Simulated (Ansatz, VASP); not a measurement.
## One calculation of CuB3, two programs

```xyz
8
Lattice="3.8263 0.0000 0.0000 -1.9131 3.3136 0.0000 0.0000 0.0000 9.2859" Properties=species:S:1:pos:R:3 pbc="T T T"
Cu    0.0000    0.0000    6.9644
Cu    0.0000    0.0000    2.3215
B     1.9131    0.0000    6.9644
B     0.9566    1.6568    6.9644
B    -0.9566    1.6568    6.9644
B     1.9131    0.0000    2.3215
B    -0.9566    1.6568    2.3215
B     0.9566    1.6568    2.3215
```

Alike in both runs: functional PBE; k mesh 6 × 6 × 4; occupations gaussian, width 0.1 eV; no spin polarisation.

Ansatz relaxed the structure, and its values are those at the end. VASP's run is a single point on that final structure, the one shown.

|  | VASP | Ansatz |
| --- | --- | --- |
| version | VASP 6.6.1 | Ansatz 0.2.0 |
| potentials or method | VASP PAW PBE potentials, release 64 (Cu, B), cutoff 520 eV | scalar-relativistic, plane waves, PAW |
| valence electrons in the cell | 40 | 56 |

|  | VASP | Ansatz | Ansatz less VASP |
| --- | --- | --- | --- |
| gap on the k mesh at the Fermi level (eV) | none | none | - |
| pressure (GPa) | 0.1 | 0.1 | -0.06 |

A gap of «none» marks a metal or a gap that the smearing closes. The functional is the same, so the differences come from potentials, cutoffs and numerics. VASP's potentials hold 40 valence electrons a cell and Ansatz's 56, so a difference there can come from the potentials and not from the codes.
